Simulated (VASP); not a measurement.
# Nb2B (Fm-3m) in VASP: a series of runs

The runs below take Nb2B through single point, relaxation of cell and atoms, with PBE.

Everything below comes from runs of VASP 6.6.1. Logs are shortened: lines on timing, memory, paths and dates and some standing lists are left out, and cuts for length are marked.

**1. The cell of the first run**

Symmetry: Fm-3m, No. 225, cubic system. The conventional cell has a = 5.634 Å, b = 5.634 Å, c = 5.634 Å, α = 90.00°, β = 90.00°, γ = 90.00°. Within 3.2 Å of Nb (site symmetry -43m) lie 4 B at 2.44 Å and 6 Nb at 2.82 Å. B (site symmetry m-3m) has 8 Nb at 2.44 Å within 3.2 Å.

**2. Single point, PBE, collinear spin, ferromagnetic start**

Input file INCAR:

```
PREC = Accurate
ENCUT = 520
EDIFF = 1E-6
ISMEAR = 0
SIGMA = 0.1
LREAL = F
LASPH = T
NELM = 150
ALGO = Fast
ISIF = 2
LWAVE = F
LCHARG = T
ISPIN = 2
MAGMOM = 1 1 0
LORBIT = 11
LMAXMIX = 4
GGA = PE
LELF = T
LVHAR = T
NBANDS = 26
```

Input file KPOINTS:

```
regular mesh
0
Gamma
  6 6 6
```

Input file POSCAR:

```
Nb2B
1.0
    0.0000000000      2.8170875644      2.8170875644
    2.8170875644      0.0000000000      2.8170875644
    2.8170875644      2.8170875644      0.0000000000
Nb B
2 1
Direct
    0.2500000000      0.2500000000      0.2500000000
    0.7500000000      0.7500000000      0.7500000000
    0.5000000000      0.5000000000      0.5000000000
```

Potentials or basis: VASP PAW PBE potentials, release 64 (Nb_sv, B).

Started as:

```console
$ cat potpaw_PBE.64/Nb_sv/POTCAR potpaw_PBE.64/B/POTCAR > POTCAR
$ mpirun -np 1 vasp_std > vasp.out
```

OUTCAR:

```text
PREC = Accurate
   ENCUT = 520
   EDIFF = 1E-6
   ISMEAR = 0
   LREAL = F
   LASPH = T
   NELM = 150
   ISIF = 2
   ISPIN = 2
   LORBIT = 11
   GGA = PE

 ion  position               nearest neighbor table
   1  0.250  0.250  0.250-   3 2.44   3 2.44   3 2.44   3 2.44   2 2.82   2 2.82   2 2.82   2 2.82
                             2 2.82   2 2.82
   2  0.750  0.750  0.750-   3 2.44   3 2.44   3 2.44   3 2.44   1 2.82   1 2.82   1 2.82   1 2.82
                             1 2.82   1 2.82
   3  0.500  0.500  0.500-   1 2.44   2 2.44   1 2.44   1 2.44   1 2.44   2 2.44   2 2.44   2 2.44

  LATTYP: Found a face centered cubic cell.
 ALAT       =     5.6341751288

  Lattice vectors:

 A1 = (   0.0000000000,   2.8170875644,   2.8170875644)
 A2 = (   2.8170875644,   0.0000000000,   2.8170875644)
 A3 = (   2.8170875644,   2.8170875644,   0.0000000000)

Analysis of symmetry for initial positions (statically):
=====================================================================
 Subroutine PRICEL returns:
 Original cell was already a primitive cell.

 Routine SETGRP: Setting up the symmetry group for a
 face centered cubic supercell.

 Subroutine GETGRP returns: Found 48 space group operations
[... 9 lines left out ...]

 Routine SETGRP: Setting up the symmetry group for a
 face centered cubic supercell.

 Subroutine GETGRP returns: Found 48 space group operations
 (whereof 48 operations were pure point group operations)
 out of a pool of 48 trial point group operations.

The dynamic configuration has the point symmetry O_h .

Analysis of structural, dynamic, and magnetic symmetry:
=====================================================================
 Subroutine PRICEL returns:
 Original cell was already a primitive cell.

 Routine SETGRP: Setting up the symmetry group for a
 face centered cubic supercell.

 Subroutine GETGRP returns: Found 48 space group operations
 (whereof 48 operations were pure point group operations)
 out of a pool of 48 trial point group operations.

The overall configuration has the point symmetry O_h .

 Subroutine INISYM returns: Found 48 space group operations
[... 5 lines left out ...]
                                     Primitive cell

  volume of cell :      44.7127

  direct lattice vectors                    reciprocal lattice vectors
     0.000000000  2.817087564  2.817087564    -0.177488271  0.177488271  0.177488271
     2.817087564  0.000000000  2.817087564     0.177488271 -0.177488271  0.177488271
     2.817087564  2.817087564  0.000000000     0.177488271  0.177488271 -0.177488271

  length of vectors
     3.983963440  3.983963440  3.983963440     0.307418702  0.307418702  0.307418702

  position of ions in fractional coordinates (direct lattice)
     0.250000000  0.250000000  0.250000000
     0.750000000  0.750000000  0.750000000
     0.500000000  0.500000000  0.500000000

  ion indices of the primitive-cell ions
   primitive index   ion index
                 1           1
                 2           2
                 3           3

----------------------------------------------------------------------------------------

 KPOINTS: regular mesh

Automatic generation of k-mesh.
 Grid dimensions read from file:
 generate k-points for:    6    6    6

 Generating k-lattice:

  Cartesian coordinates                     Fractional coordinates (reciprocal lattice)
    -0.029581378  0.029581378  0.029581378     0.166666667  0.000000000  0.000000000
     0.029581378 -0.029581378  0.029581378     0.000000000  0.166666667  0.000000000
     0.029581378  0.029581378 -0.029581378     0.000000000  0.000000000  0.166666667

  Length of vectors
     0.051236450  0.051236450  0.051236450

  Shift w.r.t. Gamma in fractional coordinates (k-lattice)
     0.000000000  0.000000000  0.000000000

 Subroutine IBZKPT returns following result:
 ===========================================

 Found     16 irreducible k-points:

 Following reciprocal coordinates:
            Coordinates               Weight
  0.000000  0.000000  0.000000      1.000000
  0.166667  0.000000  0.000000      8.000000
  0.333333  0.000000  0.000000      8.000000
  0.500000  0.000000  0.000000      4.000000
  0.166667  0.166667  0.000000      6.000000
  0.333333  0.166667  0.000000     24.000000
[... 8 lines left out ...]
 -0.333333  0.333333  0.166667     24.000000
 -0.333333  0.500000  0.166667     12.000000
   k-points           NKPTS =     16   k-points in BZ     NKDIM =     16   number of bands    NBANDS=     26
   number of dos      NEDOS =    301   number of ions     NIONS =      3
   total plane-waves  NPLWV =  27000
   dimension x,y,z NGX =    30 NGY =   30 NGZ =   30
   dimension x,y,z NGXF=    60 NGYF=   60 NGZF=   60
   ions per type =               2   1
   NGX,Y,Z   is equivalent  to a cutoff of  12.52, 12.52, 12.52 a.u.
   NGXF,Y,Z  is equivalent  to a cutoff of  25.04, 25.04, 25.04 a.u.
 SYSTEM =  unknown system
   PREC   = accura    normal or accurate (medium, high low for compatibility)
   ISTART =      0    job   : 0-new  1-cont  2-samecut
   ICHARG =      2    charge: 1-file 2-atom 10-const
   ISPIN  =      2    spin polarized calculation?
   LNONCOLLINEAR =      F non collinear calculations
   LSORBIT =      F    spin-orbit coupling
   LASPH  =      T    aspherical Exc in radial PAW
   ENCUT  =  520.0 eV  38.22 Ry    6.18 a.u.   7.41  7.41  7.41*2*pi/ulx,y,z
   NELM   =    150;   NELMIN=  2; NELMDL= -5     # of ELM steps
   EDIFF  = 0.1E-05   stopping-criterion for ELM
   LREAL  =      F    real-space projection
[... 7 lines left out ...]
   TEBEG  =    0.0;   TEEND  =   0.0 temperature during run
   PSTRESS=    0.0 pullay stress
   NELECT =      29.0000    total number of electrons
   NUPDOWN=      -1.0000    fix difference up-down
   EMIN   =  10.00;   EMAX   =-10.00  energy-range for DOS
   EFERMI =   0.00;   METHOD = LEGACY
   ISMEAR =     0;   SIGMA  =   0.10  broadening in eV -4-tet -1-fermi 0-gaus
   EFERMI_NEDOS =   21; number of points for ismear=-14 and -15
   IALGO  =     68    algorithm
   IMIX   =      4    mixing-type and parameters
     AMIX     =   0.40;   BMIX     =  1.00
     AMIX_MAG =   1.60;   BMIX_MAG =  1.00
  volume/ion in A,a.u.               =      14.90       100.58
  Fermi-wavevector in a.u.,A,eV,Ry     =   1.417089  2.677910 27.322423  2.008141
  Thomas-Fermi vector in A             =   2.538356
   LORBIT       =     11    0 simple, 1 ext, 2 COOP (PROOUT), +10 PAW based schemes
   GGA     = PE    functional components
   LHFCALC =     F    Hartree Fock is set to
   AEXX    =    0.0000 exact exchange contribution
   IVDW    =     0    specifies the selected vdW correction
   LEPSILON=     F    determine dielectric tensor
   LRPA    =     F    only Hartree local field effects (RPA)
 spin polarized calculation
 RMM-DIIS sequential band-by-band and
 Gauss-broadening in eV      SIGMA  =   0.10
  energy-cutoff  :      520.00
  volume of cell :       44.71
 maximum number of plane-waves:      1243
 NGX is ok and might be reduce to    30
   NGX = 15   NGY = 15   NGZ = 15

 number of electron      28.9999997 magnetization      -0.0000059

 number of electron      28.9999997 magnetization       0.0000094

 Free energy of the ion-electron system (eV)
  ---------------------------------------------------
  ext. energy  EPLUGINS =         0.00000000
  ---------------------------------------------------
  free energy    TOTEN  =       -27.42991084 eV

  energy without entropy =      -27.41340270  energy(sigma->0) =      -27.42165677

 E-fermi :  10.2733     XC(G=0): -12.1497

 val. band max:       10.2400801424   @ k =   0.5000   0.3333   0.1667
 cond. band min:      10.2899473196   @ k =  -0.3333   0.1667   0.0000
 fundamental gap:      0.0498671772
 Fermi energy:        10.2733086959

 spin component 1

 k-point     1 :       0.0000    0.0000    0.0000
  band No.  band energies     occupation
      1     -44.6575      1.00000
      2     -44.2845      1.00000
      3     -20.9479      1.00000
      4     -20.9479      1.00000
      5     -20.9479      1.00000
      6     -20.1667      1.00000
[... 18 lines left out ...]
     25      19.9680      0.00000
     26      19.9682      0.00000

 k-point     2 :       0.1667    0.0000    0.0000
  band No.  band energies     occupation
      1     -44.6321      1.00000
      2     -44.3089      1.00000
      3     -20.9141      1.00000
      4     -20.9024      1.00000
      5     -20.9024      1.00000
      6     -20.2410      1.00000
[... 18 lines left out ...]
     25      21.4501      0.00000
[... 376 lines left out ...]
     25      22.2346      0.00000
     26      22.7419      0.00000

 k-point    16 :      -0.3333    0.5000    0.1667
  band No.  band energies     occupation
      1     -44.4978      1.00000
      2     -44.4356      1.00000
      3     -21.2320      1.00000
      4     -21.1460      1.00000
      5     -20.8551      1.00000
      6     -20.3342      1.00000
[... 18 lines left out ...]
     25      21.8921      0.00000
     26      23.8514      0.00000
 Fermi energy:        10.2733086959

 spin component 2

 k-point     1 :       0.0000    0.0000    0.0000
  band No.  band energies     occupation
      1     -44.6575      1.00000
      2     -44.2845      1.00000
      3     -20.9479      1.00000
      4     -20.9479      1.00000
      5     -20.9479      1.00000
      6     -20.1667      1.00000
[... 18 lines left out ...]
     25      19.9680      0.00000
     26      19.9680      0.00000

 k-point     2 :       0.1667    0.0000    0.0000
  band No.  band energies     occupation
      1     -44.6321      1.00000
      2     -44.3089      1.00000
      3     -20.9141      1.00000
      4     -20.9024      1.00000
      5     -20.9024      1.00000
      6     -20.2410      1.00000
[... 18 lines left out ...]
     25      21.4501      0.00000
[... 376 lines left out ...]
     25      22.3648      0.00000
     26      22.7932      0.00000

 k-point    16 :      -0.3333    0.5000    0.1667
  band No.  band energies     occupation
      1     -44.4978      1.00000
      2     -44.4356      1.00000
      3     -21.2319      1.00000
      4     -21.1460      1.00000
      5     -20.8550      1.00000
      6     -20.3342      1.00000
[... 18 lines left out ...]
     25      21.8606      0.00000
     26      23.8020      0.00000

------------------------ aborting loop because EDIFF is reached ----------------------------------------

  FORCE on cell =-STRESS in cart. coord.  units (eV):
  Direction    XX          YY          ZZ          XY          YZ          ZX
  --------------------------------------------------------------------------------------
  -------------------------------------------------------------------------------------
  Total       -0.0506841     -0.0506841     -0.0506841      0.0000000      0.0000000     -0.0000000
  in kB       -1.8161478     -1.8161478     -1.8161478      0.0000000      0.0000000     -0.0000000
  external PRESSURE =      -1.8161478 kB  Pullay stress =       0.0000000 kB

 VOLUME and BASIS-vectors are now :
 -----------------------------------------------------------------------------
  energy-cutoff  :      520.00
  volume of cell :       44.71
      direct lattice vectors                 reciprocal lattice vectors
     0.000000000  2.817087564  2.817087564    -0.177488271  0.177488271  0.177488271
     2.817087564  0.000000000  2.817087564     0.177488271 -0.177488271  0.177488271
     2.817087564  2.817087564  0.000000000     0.177488271  0.177488271 -0.177488271

 POSITION                                       TOTAL-FORCE (eV/Angst)
 -----------------------------------------------------------------------------------
      1.40854      1.40854      1.40854        -0.000000     -0.000000     -0.000000
      4.22563      4.22563      4.22563        -0.000000      0.000000      0.000000
      2.81709      2.81709      2.81709         0.000000     -0.000000      0.000000
 -----------------------------------------------------------------------------------
    total drift:                               -0.000000      0.000000      0.000000

  FREE ENERGIE OF THE ION-ELECTRON SYSTEM (eV)
  ---------------------------------------------------
  free  energy   TOTEN  =       -27.4299108408 eV

  energy  without entropy=      -27.4134027024  energy(sigma->0) =      -27.42165677

 total charge

# of ion       s       p       d       tot
------------------------------------------
    1        2.200   6.019   2.509  10.728
    2        2.200   6.019   2.509  10.728
    3        0.690   1.135   0.000   1.825
--------------------------------------------------
tot          5.090  13.173   5.018  23.281

 magnetization (x)

# of ion       s       p       d       tot
------------------------------------------
    1       -0.000  -0.000   0.000   0.000
    2       -0.000  -0.000   0.000   0.000
    3       -0.000  -0.000   0.000  -0.000
--------------------------------------------------
tot         -0.000  -0.000   0.000   0.000
```

Run time: 62 s. Hardware: 1 thread of Intel Xeon Platinum 8488C (Sapphire Rapids), shared host; peak memory 0.19 GiB.

What came out:

```
Free energy                                           : -27.4299 eV
Pressure                                              : -0.2 GPa
Net moment                                            : 0.00 μB per cell
Valence electrons inside the program's atomic spheres : Nb 10.73; B 1.82
```

Levels at points of the mesh, in eV from the Fermi level:
Spin up:
```tsv
k point	band 11	band 12	band 13	band 14	band 15	band 16	band 17	band 18
(0.00, 0.00, 0.00)	-4.43	-4.43	-2.93	-2.93	2.70	4.02	4.02	4.02
(0.50, 0.00, 0.00)	-2.77	-2.77	-0.46	-0.46	0.42	0.92	0.92	1.01
(0.50, 0.50, 0.00)	-2.09	-2.00	-1.53	-1.18	-1.18	1.67	1.67	2.38
```
Spin down:
```csv
k point,band 12,band 13,band 14,band 15,band 16,band 17
"(0.00, 0.00, 0.00)",-4.43,-2.93,-2.93,2.70,4.02,4.02
"(0.50, 0.00, 0.00)",-2.77,-0.46,-0.46,0.42,0.92,0.92
"(0.50, 0.50, 0.00)",-2.00,-1.53,-1.18,-1.18,1.67,1.67
```

**3. Single point, PBE**

Input file INCAR:

```
PREC = Accurate
ENCUT = 520
EDIFF = 1E-7
ISMEAR = 0
SIGMA = 0.1
LREAL = False
LASPH = True
NELM = 60
ALGO = Normal
ISIF = 2
LWAVE = False
LCHARG = False
GGA = PE
NBANDS = 22
```

Input file KPOINTS:

```
regular mesh
0
Gamma
  14 14 14
```

POSCAR is that of step 2.

Potentials or basis: VASP PAW PBE potentials, release 64 (Nb_sv, B).

Started as:

```console
$ cat potpaw_PBE.64/Nb_sv/POTCAR potpaw_PBE.64/B/POTCAR > POTCAR
$ mpirun -np 1 vasp_std > vasp.out
```

Wall time 80 s (1 thread of Intel Xeon Platinum 8488C (Sapphire Rapids), shared host); peak memory 0.23 GiB.

The run converged. Its results:

| Quantity | Value |
| --- | --- |
| Free energy | -27.4412 eV |
| Pressure | -0.3 GPa |

Levels at points of the mesh, in eV from the Fermi level:
```
           k point  band 12  band 13  band 14  band 15  band 16  band 17
(0.00, 0.00, 0.00)    -4.44    -2.94    -2.94     2.68     4.00     4.00
(0.50, 0.00, 0.00)    -2.78    -0.47    -0.47     0.41     0.91     0.91
(0.50, 0.50, 0.00)    -2.01    -1.54    -1.19    -1.19     1.65     1.65
```

**4. Relaxation of cell and atoms, PBE**

Input file INCAR:

```
SYSTEM = Nb2B
ALGO = Normal ; EDIFF = 1E-6
EDIFFG = -0.01 ; ENCUT = 600
GGA = PE ; IBRION = 2
ISIF = 3 ; ISMEAR = 0
LASPH = .TRUE. ; LCHARG = .FALSE.
LREAL = .FALSE. ; LWAVE = .FALSE.
NELM = 80 ; NSW = 100
PREC = Accurate ; SIGMA = 0.1
```

Input file KPOINTS:

```
k-points
0
G
  14 14 14
  0 0 0
```

POSCAR is that of step 3.

Started as:

```console
$ cat potpaw_PBE.64/Nb_sv/POTCAR potpaw_PBE.64/B/POTCAR > POTCAR
$ mpirun -np 1 vasp_std > vasp.out
```

It took 1.8 min on 1 thread of Intel Xeon Platinum 8488C (Sapphire Rapids), shared host; peak memory 0.25 GiB.

Results (log left out):

* Free energy: -27.4418 eV
* Relaxed volume: 14.88 Å³/atom
* Relaxed cell: a = 3.982 Å, b = 3.982 Å, c = 3.982 Å, α = 60.00°, β = 60.00°, γ = 60.00°
* Space group after relaxing (to 0.05 Å): Fm-3m (No. 225)
* Energy gained by relaxing: 0.0 meV/atom
* Ionic steps: 3
* Pressure after relaxing: 0.0 GPa

Final structure:
```
Nb B
1.0
     0.00000    2.81581    2.81581
     2.81581    0.00000    2.81581
     2.81581    2.81581    0.00000
Nb B
2 1
Direct
  0.25000 0.25000 0.25000
  0.75000 0.75000 0.75000
  0.50000 0.50000 0.50000
```

Levels at points of the mesh, in eV from the Fermi level:
```
           k point  band 12  band 13  band 14  band 15  band 16  band 17
(0.00, 0.00, 0.00)    -4.45    -2.95    -2.95     2.68     4.01     4.01
(0.50, 0.00, 0.00)    -2.79    -0.47    -0.47     0.41     0.91     0.93
(0.50, 0.50, 0.00)    -2.02    -1.55    -1.19    -1.19     1.66     1.66
```

**5. The runs side by side**

```tsv
task	spin	cell	k mesh	cutoff (eV)	gap on the mesh (eV)	pressure (GPa)
single point	collinear, ferromagnetic start	as given	6 × 6 × 6	520	none	-0.2
single point	off	as given	14 × 14 × 14	520	none	-0.3
relaxation of cell and atoms	off	relaxed	14 × 14 × 14	600	none	0.0
```

Alike in all rows: level PBE; potentials or basis VASP PAW PBE potentials, release 64 (Nb_sv, B); smearing gaussian 0.1 eV.

Total energies depend on the potentials used, so only differences within one code and one set of settings carry meaning.
